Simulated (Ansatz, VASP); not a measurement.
# One calculation of Ga3AsN2, two programs

Contents of POSCAR:

```
Ga3AsN2
1.0
    3.3644776507      0.0000000000      0.0000000000
   -1.6822388254      2.9137231160      0.0000000000
    0.0000000000      0.0000000000      8.4628685167
N As Ga
2 1 3
Direct
    0.0000000000      0.0000000000      0.0202057783
    0.3333333333      0.6666666667      0.3117950496
    0.6666666667      0.3333333333      0.6599328999
    0.3333333333      0.6666666667      0.0854877964
    0.6666666667      0.3333333333      0.3770867460
    0.0000000000      0.0000000000      0.7954917298
```

Contents of INCAR.step1:

```
PREC     = Accurate       # precision mode
ENCUT    = 520            # plane-wave cutoff, eV
ISMEAR   = -1             # smearing method
SIGMA    = 0.02           # smearing width, eV
LREAL    = F              # projectors in reciprocal space
LASPH    = T              # aspherical terms in the spheres
NELM     = 60             # most SCF steps
NBANDS   = 36             # bands
GGA      = PE             # functional
ALGO     = Normal         # electronic algorithm
EDIFF    = 1E-4           # SCF threshold, eV
LWAVE    = T              # write WAVECAR
LCHARG   = F              # write CHGCAR
```

INCAR.step2

```
PREC     = Accurate       # precision mode
ENCUT    = 520            # plane-wave cutoff, eV
EDIFF    = 1E-6           # SCF threshold, eV
ISMEAR   = -1             # smearing method
SIGMA    = 0.02           # smearing width, eV
LREAL    = F              # projectors in reciprocal space
LASPH    = T              # aspherical terms in the spheres
NELM     = 60             # most SCF steps
ALGO     = Normal         # electronic algorithm
ISIF     = 2              # what is computed and relaxed
LWAVE    = F              # write WAVECAR
LCHARG   = F              # write CHGCAR
METAGGA  = R2SCAN         # meta-GGA
LMIXTAU  = T            
NBANDS   = 36             # bands
ISTART   = 1
```

KPOINTS

```
regular mesh
0
Gamma
  9 9 4
```

Input for Ansatz:

```yaml
crystal:
  lattice:
    - [3.3644776507, 0.0, 0.0]
    - [-1.6822388254, 2.913723116, 0.0]
    - [0.0, 0.0, 8.4628685167]
  atoms:
    - { symbol: "N", position: [0.0, 0.0, 0.0202057783] }
    - { symbol: "N", position: [0.3333333333, 0.6666666667, 0.3117950496] }
    - { symbol: As, position: [0.6666666667, 0.3333333333, 0.6599328999] }
    - { symbol: Ga, position: [0.3333333333, 0.6666666667, 0.0854877964] }
    - { symbol: Ga, position: [0.6666666667, 0.3333333333, 0.377086746] }
    - { symbol: Ga, position: [0.0, 0.0, 0.7954917298] }
kpoints:
  mp_grid: { grid: [9, 9, 4] }
hamiltonian:
  xc: r2scan
scf:
  occupations: { method: fermi_dirac, width: 0.02 }
  n_extra_bands: 5
output:
  forces: true
  stress: true
  eigenvalues: true
```

Alike in both runs: task single point; functional r2SCAN; k mesh 9 × 9 × 4; occupations fermi-dirac, width 0.02 eV; no spin polarisation.

|  | VASP | Ansatz |
| --- | --- | --- |
| version | VASP 6.6.1 | Ansatz 0.2.0 |
| potentials or method | VASP PAW PBE potentials, release 64 (N, As, Ga_d) | plane waves, PAW |
| plane-wave cutoff (eV) | 520 | 500 |
| valence electrons in the cell | 54 | 64 |

|  | VASP | Ansatz | Ansatz less VASP |
| --- | --- | --- | --- |
| pressure (GPa) | 10.1 | 9.4 | -0.69 |
| traceless stress, the component that is largest in VASP (GPa) | 1.26 | 1.11 | -0.153 |
| rms of the force components (eV/Å) | 0.176 | 0.169 | -0.0073 |

VASP's potentials were made for PBE, not for r2SCAN. Atom by atom the forces differ by 0.022 eV/Å (rms over components). With one functional, cell and mesh, what is left measures potentials, basis and numerics. VASP's potentials hold 54 valence electrons a cell and Ansatz's 64, so a difference there can come from the potentials and not from the codes.
